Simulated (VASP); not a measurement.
Input of a VASP 6.6.1 run:

The input INCAR:

```
SYSTEM = BiB
ALGO = Normal
EDIFF = 1E-8
ENCUT = 520
GGA = PE
ISIF = 2
ISMEAR = -1
LASPH = .TRUE.
LCHARG = .FALSE.
LEFG = .TRUE.
LREAL = .FALSE.
LWAVE = .FALSE.
NBANDS = 16
NELM = 60
PREC = Accurate
SIGMA = 0.05
```

The input KPOINTS:

```
k-points
0
G
  11 11 11
  0 0 0
```

Contents of POSCAR:

```
BiB
1.0
    0.0000000000      2.7802796482      2.7802796482
    2.7802796482      0.0000000000      2.7802796482
    2.7802796482      2.7802796482      0.0000000000
B Bi
1 1
Direct
    0.0000000000      0.0000000000      0.0000000000
    0.2500000000      0.2500000000      0.2500000000
```

Potentials or basis: VASP PAW PBE potentials, release 64 (B, Bi_d).

Launch:

```sh
$ cat potpaw_PBE.64/B/POTCAR potpaw_PBE.64/Bi_d/POTCAR > POTCAR
$ mpirun -np 1 vasp_std > vasp.out
```

Q: What does it give for the pressure?

A: -1.4 GPa.

Q: Predict the band gap on the k mesh.

A: Zero (filled and empty bands touch).

Caveat: without QUAD_EFG the Cq values of the log hold for a quadrupole moment of 1 mb, not for the nuclei; spin-orbit coupling is left out, which moves the levels of the heavy elements.
